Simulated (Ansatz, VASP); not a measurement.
Two plane-wave programs on WSe2

```
W Se
1.0
     3.31442    0.00000    0.00000
    -1.65721    2.87038    0.00000
     0.00000    0.00000   29.80009
W Se
3 6
Cartesian
  1.6572 0.9568 0.2500
  0.0000 1.9136 22.8193
  0.0000 1.9136 6.7308
  0.0000 1.9136 1.9109
  1.6572 0.9568 24.4834
  1.6572 0.9568 8.3911
  0.0000 1.9136 28.3868
  1.6572 0.9568 21.1576
  1.6572 0.9568 5.0705
```

Change from the starting cell: mode 9 (20.4 1/cm) frozen in, largest displacement +0.250 Å.

Alike in both runs: task single point; functional r2SCAN; k mesh 12 × 12 × 1; occupations gaussian, width 0.05 eV; no spin polarisation.

```csv
,VASP,Ansatz
version,VASP 6.6.1,Ansatz 0.2.0
potentials or method,"VASP PAW PBE potentials, release 64 (W_sv, Se), cutoff 520 eV","scalar-relativistic, plane waves, PAW"
valence electrons in the cell,78,138
```

|  | VASP | Ansatz | Ansatz less VASP |
| --- | --- | --- | --- |
| gap on the k mesh at the Fermi level (eV) | 1.41 | 1.41 | +0.005 |
| least direct gap on the mesh (eV) | 1.59 | 1.59 | +0.002 |
| rms of the force components (eV/Å) | 0.026 | 0.029 | +0.0028 |

VASP's potentials were made for PBE, not for r2SCAN. Atom by atom the forces differ by 0.021 eV/Å (rms over components). The functional is the same, so the differences come from potentials, cutoffs and numerics. VASP's potentials hold 78 valence electrons a cell and Ansatz's 138, so a difference there can come from the potentials and not from the codes. Ansatz's warnings: xc potential rough in thin density.

Neither program's run includes spin-orbit coupling.
